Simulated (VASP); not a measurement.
Write the native input for VASP 6.6.1 that does the following.

* Task: single point
* Functional: PBE
* Potentials or basis: VASP PAW PBE potentials, release 64 (Li_sv, Ta_pv, O)
* Cutoff: 520 eV
* k mesh: 12 × 12 × 12
* Occupations: gaussian, width 0.1 eV
* Spin: no spin polarisation
* Dipole correction: no
* Further INCAR settings: ALGO = Normal; EDIFF = 1e-07; NBANDS = 26

The structure of Li2TaO3 lies in POSCAR:

```
Li2TaO3
1.0
    0.0000000000      2.1643285137      6.1822226858
    2.1642578394      0.0000000000      6.1822226858
    2.1642578394      2.1643285137      0.0000000000
Li Ta O
2 1 3
Direct
    0.3148771667      0.3148771667      0.6851228333
    0.6851228333      0.6851228333      0.3148771667
    0.0000000000      0.0000000000      0.0000000000
    0.5000000000      0.5000000000      0.5000000000
    0.8438502136      0.8438502136      0.1561497864
    0.1561497864      0.1561497864      0.8438502136
```

These files were run (other wordings do the same):

INCAR

```
SYSTEM = Li2TaO3
ALGO = Normal ; EDIFF = 1E-7
ENCUT = 520 ; GGA = PE
ISIF = 2 ; ISMEAR = 0
LASPH = .True. ; LCHARG = .True.
LELF = .True. ; LREAL = .False.
LVHAR = .True. ; LWAVE = .False.
NBANDS = 26 ; NELM = 80
PREC = Accurate ; SIGMA = 0.1
```

KPOINTS

```
k-points
0
Gamma
  12 12 12
  0 0 0
```

Potentials or basis: VASP PAW PBE potentials, release 64 (Li_sv, Ta_pv, O).

Command:

```sh
$ cat potpaw_PBE.64/Li_sv/POTCAR potpaw_PBE.64/Ta_pv/POTCAR potpaw_PBE.64/O/POTCAR > POTCAR
$ mpirun -np 1 vasp_std > vasp.out
```

It gave:

The largest force is 0.112 eV/Å.

Caveat: an odd number of electrons without spin polarisation forces a metal; a magnetic or distorted state may lie lower.

Run time: 12 min on 1 thread of Intel Xeon 6975P-C, on a shared host, peak memory 0.52 GiB.
